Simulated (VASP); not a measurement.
A run of VASP 6.6.1:

Contents of POSCAR:

```
La4H
1.0
    5.9695614786      0.0000000000      0.0000000000
    0.0000000000      5.9695614786      0.0000000000
    0.0000000000      0.0000000000      5.9695614786
La H
4 1
Direct
    0.5000000000      0.5000000000      0.5000000000
    0.0000000000      0.5000000000      0.5000000000
    0.5000000000      0.0000000000      0.5000000000
    0.5000000000      0.5000000000      0.0000000000
    0.0000000000      0.0000000000      0.0000000000
```

Contents of INCAR.step1:

```
  ALGO = Normal
  EDIFF = 1E-6
  ENCUT = 520
  GGA = PE
  ISIF = 2
  ISMEAR = 0
  LASPH = True
  LCHARG = True
  LMAXMIX = 6
  LREAL = False
  LWAVE = False
  NBANDS = 30
  NELM = 100
  PREC = Accurate
  SIGMA = 0.1
```

The input KPOINTS.step1:

```
k-points
0
Gamma
  6 6 6
```

The input INCAR.step2:

```
  ALGO = Normal
  EDIFF = 1E-6
  ENCUT = 520
  GGA = PE
  ICHARG = 11
  ISIF = 2
  ISMEAR = -5
  LASPH = True
  LCHARG = False
  LMAXMIX = 6
  LORBIT = 11
  LREAL = False
  LWAVE = False
  NBANDS = 30
  NEDOS = 2001
  NELM = 100
  PREC = Accurate
  SIGMA = 0.1
```

The input KPOINTS.step2:

```
k-points
0
Gamma
  9 9 9
```

Potentials or basis: VASP PAW PBE potentials, release 64 (La, H).

Launch:

```bash
$ cat potpaw_PBE.64/La/POTCAR potpaw_PBE.64/H/POTCAR > POTCAR
$ cp INCAR.step1 INCAR
$ cp KPOINTS.step1 KPOINTS
$ mpirun -np 1 vasp_std > vasp.out
$ cp INCAR.step2 INCAR
$ cp KPOINTS.step2 KPOINTS
$ mpirun -np 1 vasp_std > vasp.out
```

Hardware: 1 thread of Intel(R) Xeon(R) 6975P-C (Granite Rapids) (shared host).

Question: How long does it take, and how much memory?

Answer: Run time: 5.7 min on 1 thread of Intel(R) Xeon(R) 6975P-C (Granite Rapids), on a shared host, peak memory 0.42 GiB. Counts: k points 35.
